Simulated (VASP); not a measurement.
Input of a VASP 6.6.1 run:

Contents of INCAR:

```
PREC     = Accurate       # precision mode
ENCUT    = 520            # plane-wave cutoff, eV
EDIFF    = 1E-6           # SCF threshold, eV
ISMEAR   = 0              # smearing method
SIGMA    = 0.05           # smearing width, eV
LREAL    = F              # projectors in reciprocal space
LASPH    = T              # aspherical terms in the spheres
NELM     = 80             # most SCF steps
ALGO     = Normal         # electronic algorithm
ISIF     = 2              # what is computed and relaxed
LWAVE    = F              # write WAVECAR
LCHARG   = F              # write CHGCAR
GGA      = PE             # functional
NBANDS   = 40             # bands
```

KPOINTS

```
regular mesh
0
Gamma
  6 6 6
```

POSCAR

```
Si4O7
1.0
    0.0000000000      4.2357990674     -2.6899428419
    0.0000000000     -4.2357990674     -2.6899428419
   -4.2357990674      0.0000000000      2.6899428419
Si O
4 7
Direct
    0.2500000000      0.7500000000      0.5000000000
    0.7500000000      0.2500000000      0.5000000000
    0.0000000000      0.0000000000      1.0000000000
    0.5000000000      0.5000000000      1.0000000000
    1.0000000000      0.3069827092      0.3069827092
    0.5569827092      0.7500000000      0.8069827092
    0.0569827092      0.2500000000      0.8069827092
    0.0000000000      0.6930172908      0.6930172908
    0.4582660338      0.2412716135      0.6995376473
    0.9430172908      0.7500000000      0.1930172908
    0.4430172908      0.2500000000      0.1930172908
```

Potentials or basis: VASP PAW PBE potentials, release 64 (Si, O).

Command:

```bash
$ cat potpaw_PBE.64/Si/POTCAR potpaw_PBE.64/O/POTCAR > POTCAR
$ mpirun -np 1 vasp_std > vasp.out
```

Problem. What does it give for the largest force?

Solution. 8.246 eV/Å.

Problem. Estimate the band gap on the k mesh.

Solution. 1.98 eV.

Stress tensor (GPa, compression positive):
```
 7.43  3.89  0.00
 3.89  3.44  0.00
 0.00  0.00 -2.77
```

Caveat: the cell differs from its parent crystal (atoms taken out, atom 9 moved -0.125 of the way to it and -0.250 Å across, host rigid).
